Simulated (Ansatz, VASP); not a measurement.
**Mo2Se2S: VASP beside Ansatz**

```
Mo Se S
1.0
     4.20926    0.00000    0.00000
    -2.10463    3.64532    0.00000
     0.00000    0.00000    7.11779
Mo Se S
2 2 1
Direct
  0.33333 0.66667 0.08955
  0.66667 0.33333 0.91045
  0.66667 0.33333 0.26949
  0.33333 0.66667 0.73051
  0.00000 0.00000 0.00000
```

Alike in both runs: functional PBE; k mesh 3 × 3 × 2; occupations gaussian, width 0.15 eV; collinear spin.

Ansatz relaxed the structure, and its values are those at the end. VASP's run is a single point on that final structure, the one shown.

```csv
,VASP,Ansatz
version,VASP 6.6.1,Ansatz 0.2.0
potentials or method,"VASP PAW PBE potentials, release 64 (Mo_sv, Se, S), cutoff 500 eV","scalar-relativistic, plane waves, PAW"
valence electrons in the cell,46,66
```

```csv
,VASP,Ansatz,Ansatz less VASP
gap on the k mesh at the Fermi level (eV),none,none,-
pressure (GPa),0.4,0.2,-0.16
rms of the force components (eV/Å),0.013,0.017,+0.0039
net moment per atom (μB),0.00,0.00,0.000
```

A gap of «none» marks a metal or a gap that the smearing closes. The functional is the same, so the differences come from potentials, cutoffs and numerics. VASP's potentials hold 46 valence electrons a cell and Ansatz's 66, so a difference there can come from the potentials and not from the codes. Ansatz's warnings: seeded moment not kept.

The k mesh is coarse, so the values compare programs but aren't converged.
